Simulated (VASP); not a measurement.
# Sm (Fm-3m) in VASP: notebook, part 2 of 2

VASP 6.6.1. The steps go on from the part before.

## (3) Single point, r2SCAN

Contents of POSCAR:

```
Sm
1.0
    0.0000000000      2.5000015000      2.5000015000
    2.5000015000      0.0000000000      2.5000015000
    2.5000015000      2.5000015000      0.0000000000
Sm
1
Direct
    0.0000000000      0.0000000000      0.0000000000
```

Contents of INCAR.step1:

```
SYSTEM = Sm
ALGO = Normal
EDIFF = 1E-5
ENCUT = 800
GGA = PE
GGA_COMPAT = .False.
ISMEAR = 0
LASPH = .True.
LCHARG = .False.
LMAXMIX = 6
LREAL = .False.
LWAVE = .True.
NBANDS = 14
NELM = 200
PREC = Accurate
SIGMA = 0.05
```

Contents of INCAR.step2:

```
SYSTEM = Sm
ALGO = Normal
EDIFF = 1E-6
ENCUT = 800
GGA_COMPAT = .False.
ISIF = 2
ISMEAR = 0
ISTART = 1
LASPH = .True.
LCHARG = .True.
LELF = .True.
LMAXMIX = 6
LMIXTAU = .True.
LREAL = .False.
LVHAR = .True.
LWAVE = .False.
METAGGA = R2SCAN
NBANDS = 14
NELM = 200
PREC = Accurate
SIGMA = 0.05
```

Contents of KPOINTS:

```
k-points
0
Gamma
  4 4 4
  0 0 0
```

Potentials or basis: VASP PAW PBE potentials, release 64 (Sm).

Run with:

```console
> cat potpaw_PBE.64/Sm/POTCAR > POTCAR
> cp INCAR.step1 INCAR
> mpirun -np 1 vasp_std > vasp.out
> cp INCAR.step2 INCAR
> mpirun -np 1 vasp_std > vasp.out
```

OUTCAR:

```text
SYSTEM = Sm
   EDIFF = 1E-6
   ENCUT = 800
   ISIF = 2
   ISMEAR = 0
   ISTART = 1
   LASPH = .True.
   LREAL = .False.
   METAGGA = R2SCAN
   NELM = 200
   PREC = Accurate

 ion  position               nearest neighbor table
   1  0.000  0.000  0.000-

  LATTYP: Found a face centered cubic cell.
 ALAT       =     5.0000030000

  Lattice vectors:

 A1 = (   0.0000000000,   2.5000015000,   2.5000015000)
 A2 = (   2.5000015000,   0.0000000000,   2.5000015000)
[... 298 lines left out ...]
     13       4.6153      0.00000
     14       4.6153      0.00000

------------------------ aborting loop because EDIFF is reached ----------------------------------------

  FORCE on cell =-STRESS in cart. coord.  units (eV):
  Direction    XX          YY          ZZ          XY          YZ          ZX
  --------------------------------------------------------------------------------------
  -------------------------------------------------------------------------------------
  Total       -1.0103585     -1.0103585     -1.0103585      0.0000000     -0.0000000      0.0000000
  in kB      -51.8006596    -51.8006596    -51.8006596      0.0000000     -0.0000000      0.0000000
  external PRESSURE =     -51.8006596 kB  Pullay stress =       0.0000000 kB

 VOLUME and BASIS-vectors are now :
 -----------------------------------------------------------------------------
  energy-cutoff  :      800.00
  volume of cell :       31.25
      direct lattice vectors                 reciprocal lattice vectors
     0.000000000  2.500001500  2.500001500    -0.199999880  0.199999880  0.199999880
     2.500001500  0.000000000  2.500001500     0.199999880 -0.199999880  0.199999880
     2.500001500  2.500001500  0.000000000     0.199999880  0.199999880 -0.199999880

 POSITION                                       TOTAL-FORCE (eV/Angst)
 -----------------------------------------------------------------------------------
      0.00000      0.00000      0.00000         0.000000      0.000000      0.000000
 -----------------------------------------------------------------------------------
    total drift:                               -0.000000      0.000000      0.000000

  FREE ENERGIE OF THE ION-ELECTRON SYSTEM (eV)
  ---------------------------------------------------
  free  energy   TOTEN  =       -29.4494594635 eV

  energy  without entropy=      -29.4048550654  energy(sigma->0) =      -29.42715726
```

It took 76 s on 1 thread of Intel Xeon 6975P-C (Granite Rapids), shared host; peak memory 0.25 GiB.

Results:

| Property | Result |
| --- | --- |
| Free energy | -29.4495 eV |
| Pressure | -5.2 GPa |
| Band gap on the k mesh | zero (bands 8 and 9 overlap by 0.08 eV) |

Levels at points of the mesh, in eV from the Fermi level:
```
           k point  band 4  band 5  band 6  band 7  band 8  band 9  band 10  band 11  band 12  band 13
(0.00, 0.00, 0.00)  -19.54   -4.05   -0.31   -0.07   -0.07   -0.07     0.23     0.23     0.23     2.55
(0.50, 0.00, 0.00)  -19.69   -1.62   -0.27   -0.06   -0.06    0.05     0.17     0.17     0.24     2.28
(0.50, 0.50, 0.00)  -19.97   -1.81   -0.88   -0.03   -0.01   -0.01     0.01     0.13     0.13     0.16
```

Caveat: the k points lie up to 0.54 Å⁻¹ apart; the PAW data sets were made with another functional, which shifts forces and pressure a little; spin-orbit coupling is left out, which moves the levels of the heavy elements; semilocal functionals describe open f shells poorly, which spoils levels, moments and volumes.

## (4) Single point, r2SCAN

Contents of POSCAR:

```
Sm
1.0
    0.0000000000      2.5000022500      2.5000022500
    2.5000022500      0.0000000000      2.5000022500
    2.5000022500      2.5000022500      0.0000000000
Sm
1
Direct
    0.0000000000      0.0000000000      0.0000000000
```

Contents of INCAR.step1:

```
PREC = Accurate
ENCUT = 800
ISMEAR = 0
SIGMA = 0.05
LREAL = False
LASPH = True
NELM = 200
NBANDS = 14
GGA = PE
ALGO = Normal
EDIFF = 1E-5
LWAVE = True
LCHARG = False
GGA_COMPAT = False
LMAXMIX = 6
```

Contents of INCAR.step2:

```
PREC = Accurate
ENCUT = 800
EDIFF = 1E-6
ISMEAR = 0
SIGMA = 0.05
LREAL = False
LASPH = True
NELM = 200
ALGO = Normal
ISIF = 2
LWAVE = False
LCHARG = False
METAGGA = R2SCAN
LMIXTAU = True
NBANDS = 14
ISTART = 1
GGA_COMPAT = False
LMAXMIX = 6
```

Contents of KPOINTS:

```
Automatic mesh
0
Gamma
  4 4 4
```

Run with:

```console
> cat potpaw_PBE.64/Sm/POTCAR > POTCAR
> cp INCAR.step1 INCAR
> mpirun -np 1 vasp_std > vasp.out
> cp INCAR.step2 INCAR
> mpirun -np 1 vasp_std > vasp.out
```

It took 76 s on 1 thread of Intel Xeon 6975P-C (Granite Rapids), shared host; peak memory 0.24 GiB.

The run converged. Its results:

| Property | Result |
| --- | --- |
| Free energy | -29.4495 eV |
| Pressure | -5.2 GPa |
| Band gap on the k mesh | zero (bands 8 and 9 overlap by 0.08 eV) |

Levels at points of the mesh, in eV from the Fermi level:
```tsv
k point	band 5	band 6	band 7	band 8	band 9	band 10	band 11	band 12
(0.00, 0.00, 0.00)	-4.05	-0.31	-0.07	-0.07	-0.07	0.23	0.23	0.23
(0.50, 0.00, 0.00)	-1.62	-0.27	-0.06	-0.06	0.05	0.17	0.17	0.24
(0.50, 0.50, 0.00)	-1.81	-0.88	-0.03	-0.01	-0.01	0.01	0.13	0.13
```

Caveat: the k points lie up to 0.54 Å⁻¹ apart; the PAW data sets were made with another functional, which shifts forces and pressure a little; spin-orbit coupling is left out, which moves the levels of the heavy elements; semilocal functionals describe open f shells poorly, which spoils levels, moments and volumes. Spin polarisation is off, so any magnetic state and its effect on volume and gap are missing.

## (5) Single point, r2SCAN

POSCAR is that of step 4.

Contents of INCAR.step1:

```
SYSTEM = Sm
PREC = Accurate
ENCUT = 800
ISMEAR = 0
SIGMA = 0.05
LREAL = .False.
LASPH = .True.
NELM = 200
NBANDS = 14
GGA = PE
ALGO = Normal
EDIFF = 1E-5
LWAVE = .True.
LCHARG = .False.
GGA_COMPAT = .False.
LMAXMIX = 6
```

Contents of INCAR.step2:

```
SYSTEM = Sm
PREC = Accurate
ENCUT = 800
EDIFF = 1E-6
ISMEAR = 0
SIGMA = 0.05
LREAL = .False.
LASPH = .True.
NELM = 200
ALGO = Normal
ISIF = 2
LWAVE = .False.
LCHARG = .False.
METAGGA = R2SCAN
LMIXTAU = .True.
NBANDS = 14
ISTART = 1
GGA_COMPAT = .False.
LMAXMIX = 6
```

Contents of KPOINTS:

```
Automatic mesh
0
Gamma
  4 4 4
  0 0 0
```

Run with:

```console
> cat potpaw_PBE.64/Sm/POTCAR > POTCAR
> cp INCAR.step1 INCAR
> mpirun -np 1 vasp_std > vasp.out
> cp INCAR.step2 INCAR
> mpirun -np 1 vasp_std > vasp.out
```

Run time: 76 s. Hardware: 1 thread of Intel Xeon 6975P-C (Granite Rapids), shared host; peak memory 0.25 GiB.

The run converged. Its results:

```
Free energy            : -29.4495 eV
Pressure               : -5.2 GPa
Band gap on the k mesh : zero (bands 8 and 9 overlap by 0.08 eV)
```

Levels at points of the mesh, in eV from the Fermi level:
| k point | band 5 | band 6 | band 7 | band 8 | band 9 | band 10 | band 11 | band 12 |
| --- | --- | --- | --- | --- | --- | --- | --- | --- |
| (0.00, 0.00, 0.00) | -4.05 | -0.31 | -0.07 | -0.07 | -0.07 | 0.23 | 0.23 | 0.23 |
| (0.50, 0.00, 0.00) | -1.62 | -0.27 | -0.06 | -0.06 | 0.05 | 0.17 | 0.17 | 0.24 |
| (0.50, 0.50, 0.00) | -1.81 | -0.88 | -0.03 | -0.01 | -0.01 | 0.01 | 0.13 | 0.13 |

Caveat: the k points lie up to 0.54 Å⁻¹ apart; the PAW data sets were made with another functional, which shifts forces and pressure a little; spin-orbit coupling is left out, which moves the levels of the heavy elements; semilocal functionals describe open f shells poorly, which spoils levels, moments and volumes.
